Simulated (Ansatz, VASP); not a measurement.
**SrO in VASP and in Ansatz**

File INCAR:

```
PREC = Accurate
ENCUT = 520
EDIFF = 1E-7
ISMEAR = 0
SIGMA = 0.05
LREAL = False
LASPH = True
NELM = 60
ALGO = Normal
ISIF = 2
LWAVE = False
LCHARG = False
GGA = PE
NBANDS = 24
```

File KPOINTS:

```
Automatic mesh
0
Gamma
  9 9 4
```

Contents of POSCAR:

```
SrO
1.0
    3.5769478779      0.0000000000      0.0000000000
   -1.7884739390      3.0977277303      0.0000000000
    0.0000000000      0.0000000000      6.2426216355
Sr O
2 2
Direct
    0.3333333333      0.6666666667      0.2500000000
    0.6666666667      0.3333333333      0.7500000000
   -0.0597716286      0.0000000000      0.0000000000
    0.0597716286      0.0000000000      0.5000000000
```

Input for Ansatz:

```yaml
crystal:
  lattice:
    - [3.5769478779, 0.0, 0.0]
    - [-1.788473939, 3.0977277303, 0.0]
    - [0.0, 0.0, 6.2426216355]
  atoms:
    - { symbol: Sr, position: [0.3333333333, 0.6666666667, 0.25] }
    - { symbol: Sr, position: [0.6666666667, 0.3333333333, 0.75] }
    - { symbol: O, position: [-0.0597716286, 0.0, 0.0] }
    - { symbol: O, position: [0.0597716286, 0.0, 0.5] }
basis:
  ecutwfc: 520.0
kpoints:
  mp_grid: { grid: [9, 9, 4] }
hamiltonian:
  xc: pbe
scf:
  occupations: { method: gaussian, width: 0.05 }
output:
  forces: true
  stress: true
  eigenvalues: true
```

Change from the starting cell: mode 6 frozen in at -0.214 Å and mode 7 at +0.000 Å (largest displacements).

Alike in both runs: task single point; functional PBE; k mesh 9 × 9 × 4; occupations gaussian, width 0.05 eV; no spin polarisation.

```csv
,VASP,Ansatz
version,VASP 6.6.1,Ansatz 0.2.0
potentials or method,"VASP PAW PBE potentials, release 64 (Sr_sv, O), cutoff 520 eV","scalar-relativistic, plane waves, PAW"
valence electrons in the cell,32,32
```

|  | VASP | Ansatz | Ansatz less VASP |
| --- | --- | --- | --- |
| gap on the k mesh at the Fermi level (eV) | 3.08 | 3.08 | +0.003 |
| least direct gap on the mesh (eV) | 3.08 | 3.08 | +0.003 |
| pressure (GPa) | 1.8 | 1.3 | -0.57 |
| traceless stress, the component that is largest in VASP (GPa) | 0.26 | 0.27 | +0.002 |
| rms of the force components (eV/Å) | 0.211 | 0.197 | -0.0142 |

Atom by atom the forces differ by 0.014 eV/Å (rms over components). The functional is the same, so the differences come from potentials, cutoffs and numerics.
